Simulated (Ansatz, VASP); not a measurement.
**BAs: VASP beside Ansatz**

```
B As
1.0
     0.00000    2.40455    2.40455
     2.40455    0.00000    2.40455
     2.40455    2.40455    0.00000
B As
1 1
Cartesian
  0.0000 0.0000 0.0000
  3.6068 3.6068 3.6068
```

Alike in both runs: functional PBE; k mesh 10 × 10 × 10; occupations gaussian, width 0.02 eV; no spin polarisation.

Ansatz relaxed the structure, and its values are those at the end. VASP's run is a single point on that final structure, the one shown.

|  | VASP | Ansatz |
| --- | --- | --- |
| version | VASP 6.6.1 | Ansatz 0.2.0 |
| potentials or method | VASP PAW PBE potentials, release 64 (B, As), cutoff 500 eV | scalar-relativistic, plane waves, PAW |
| valence electrons in the cell | 8 | 18 |

Ansatz gave:

- gap on the k mesh at the Fermi level (eV): 1.20
- least direct gap on the mesh (eV): 3.26
- pressure (GPa): 0.0

Question: Estimate VASP's values.

Answer: gap on the k mesh at the Fermi level (eV): 1.20; least direct gap on the mesh (eV): 3.25; pressure (GPa): 0.6.

VASP's potentials hold 8 valence electrons a cell and Ansatz's 18, so a difference there can come from the potentials and not from the codes.
